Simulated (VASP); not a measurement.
Set up this calculation in VASP 6.6.1, as the native input.

- Task: single point
- Functional: LDA
- Potentials or basis: VASP PAW LDA potentials, release 64 (Ti_sv)
- Cutoff: 520 eV
- k mesh: 7 × 7 × 10
- Occupations: fermi-dirac, width 0.05 eV
- Spin: no spin polarisation
- Dipole correction: no
- Further INCAR settings: ALGO = Normal; EDIFF = 1e-06; NBANDS = 25

The structure of Ti lies in POSCAR:

```
Ti
1.0
    4.6000000000      0.0000000000      0.0000000000
   -2.3000000000      3.9837200000      0.0000000000
    0.0000000000      0.0000000000      2.8200000000
Ti
3
Direct
    0.0000000000      0.0000000000      0.0000000000
    0.3333333333      0.6666666667      0.5000000000
    0.6666666667      0.3333333333      0.5000000000
```

These files were run (other wordings do the same):

INCAR

```
SYSTEM = Ti
ALGO = Normal
EDIFF = 1E-6
ENCUT = 520
ISIF = 2
ISMEAR = -1
LASPH = .True.
LCHARG = .False.
LREAL = .False.
LWAVE = .False.
NBANDS = 25
NELM = 100
PREC = Accurate
SIGMA = 0.05
```

KPOINTS

```
k-points
0
Gamma
  7 7 10
  0 0 0
```

Potentials or basis: VASP PAW LDA potentials, release 64 (Ti_sv).

Command:

```sh
$ cat potpaw_LDA.64/Ti_sv/POTCAR > POTCAR
$ mpirun -np 1 vasp_std > vasp.out
```

Results of the run:

```json
{
 "Pressure": "-9.2 GPa",
 "Band gap on the k mesh": "zero (band 18 reaches 8.20 eV, above the bottom of band 19 at 7.97 eV)"
}
```

It took 25 s on 1 thread of Intel(R) Xeon(R) 6975P-C (Granite Rapids), with other jobs on the host, peak memory 0.17 GiB.
